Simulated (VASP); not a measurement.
Set up this calculation in VASP 6.6.1, as the native input.

- Task: relaxation of the atoms
- Functional: r2SCAN
- Potentials or basis: VASP PAW PBE potentials, release 64 (Ga_d, N)
- Cutoff: 520 eV
- k mesh: 8 × 8 × 5
- Occupations: gaussian, width 0.05 eV
- Spin: no spin polarisation
- Dipole correction: no
- Further INCAR settings: ALGO = Normal; EDIFF = 1e-06; IBRION = 2; EDIFFG = -0.003; NSW = 80

GaN:

```
Ga N
1.0
     3.18900    0.00000    0.00000
    -1.59450    2.76176    0.00000
     0.00000    0.00000    5.21611
Ga N
2 2
Direct
  0.33333 0.66667 0.00000
  0.66667 0.33333 0.50000
  0.33333 0.66667 0.37700
  0.66667 0.33333 0.87700
```

One way to write it, as run:

POSCAR

```
GaN
1.0
    3.1890000000      0.0000000000      0.0000000000
   -1.5945000000      2.7617550100      0.0000000000
    0.0000000000      0.0000000000      5.2161100000
Ga N
2 2
Direct
    0.3333333333      0.6666666667      0.0000000000
    0.6666666667      0.3333333333      0.5000000000
    0.3333333333      0.6666666667      0.3770000000
    0.6666666667      0.3333333333      0.8770000000
```

INCAR.step1

```
PREC = Accurate ; ENCUT = 520
ISMEAR = 0 ; SIGMA = 0.05
LREAL = False ; LASPH = True
NELM = 80 ; GGA = PE
ALGO = Normal ; EDIFF = 1E-4
LWAVE = True ; LCHARG = False
```

INCAR.step2

```
PREC = Accurate ; ENCUT = 520
EDIFF = 1E-6 ; ISMEAR = 0
SIGMA = 0.05 ; LREAL = False
LASPH = True ; NELM = 80
ALGO = Normal ; ISIF = 2
LWAVE = False ; LCHARG = False
METAGGA = R2SCAN ; LMIXTAU = True
IBRION = 2 ; NSW = 80
EDIFFG = -0.003 ; ISTART = 1
```

KPOINTS

```
regular mesh
0
Gamma
  8 8 5
```

Potentials or basis: VASP PAW PBE potentials, release 64 (Ga_d, N).

Launch:

```bash
$ cat potpaw_PBE.64/Ga_d/POTCAR potpaw_PBE.64/N/POTCAR > POTCAR
$ cp INCAR.step1 INCAR
$ mpirun -np 1 vasp_std > vasp.out
$ cp INCAR.step2 INCAR
$ mpirun -np 1 vasp_std > vasp.out
```

It gave:

```
Energy gained by relaxing : 0.1 meV/atom
Ionic steps               : 3
Pressure after relaxing   : -0.8 GPa
Band gap on the k mesh    : 2.26 eV, direct
```

Caveat: the PAW data sets were made with another functional, which shifts forces and pressure a little.

Run time: 13 min on 1 thread of AMD EPYC 7R13 (shared host), peak memory 0.15 GiB.
